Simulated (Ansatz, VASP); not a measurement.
**Two plane-wave programs on TlCl**

```
Tl Cl
1.0
     3.79363    0.00000    0.00000
     0.00000    3.79363    0.00000
     0.00000    0.00000    3.79363
Tl Cl
1 1
Direct
  0.00000 0.00000 0.00000
  0.50000 0.50000 0.50000
```

Alike in both runs: task single point; functional PBE-based screened hybrid; k mesh 4 × 4 × 4; no spin polarisation.

```csv
,VASP,Ansatz
version,VASP 6.6.1,Ansatz 0.2.0
potentials or method,"VASP PAW PBE potentials, release 64 (Tl_d, Cl)",plane waves
plane-wave cutoff (eV),400,420
occupations,"gaussian, width 0.01 eV",fixed
valence electrons in the cell,20,20
```

Ansatz gave:

| Item | Value |
| --- | --- |
| gap on the k mesh at the Fermi level (eV) | 2.65 |
| pressure (GPa) | 1.8 |

Problem. What did VASP give for the same quantities?

Solution. gap on the k mesh at the Fermi level (eV): 2.66; pressure (GPa): 1.7.

VASP's potentials were made for PBE, not for PBE-based screened hybrid. Ansatz's warnings: stress exchange threshold loose, stress scf threshold loose.

Neither program's run includes spin-orbit coupling.
